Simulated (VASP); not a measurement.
A run of VASP 6.6.1 is set up as follows.

Contents of INCAR:

```
SYSTEM = CdS
PREC     = Accurate       ! precision mode
ENCUT    = 520            ! plane-wave cutoff, eV
EDIFF    = 1E-6           ! SCF threshold, eV
ISMEAR   = -1             ! smearing method
SIGMA    = 0.05           ! smearing width, eV
LREAL    = .FALSE.        ! projectors in reciprocal space
LASPH    = .TRUE.         ! aspherical terms in the spheres
NELM     = 80             ! most SCF steps
ALGO     = Normal         ! electronic algorithm
ISIF     = 2              ! what is computed and relaxed
LWAVE    = .FALSE.        ! write WAVECAR
LCHARG   = .FALSE.        ! write CHGCAR
GGA      = PE             ! functional
NBANDS   = 16             ! bands
```

File KPOINTS:

```
Automatic mesh
0
G
  13 13 13
  0 0 0
```

The input POSCAR:

```
CdS
1.0
    0.0000000000      2.5535888761      2.5535888761
    2.5535888761      0.0000000000      2.5535888761
    2.5535888761      2.5535888761      0.0000000000
Cd S
1 1
Direct
    0.0000000000      0.0000000000      0.0000000000
    0.2500000000      0.2500000000      0.2500000000
```

Potentials or basis: VASP PAW PBE potentials, release 64 (Cd, S).

Command:

```bash
$ cat potpaw_PBE.64/Cd/POTCAR potpaw_PBE.64/S/POTCAR > POTCAR
$ mpirun -np 1 vasp_std > vasp.out
```

Question: Predict the band gap on the k mesh.

Answer: 1.83 eV.

Question: Estimate the pressure.

Answer: 68.0 GPa.

Caveat: the cell stands under pressure; an odd mesh through Γ misses points on the zone boundary, where band edges can lie.
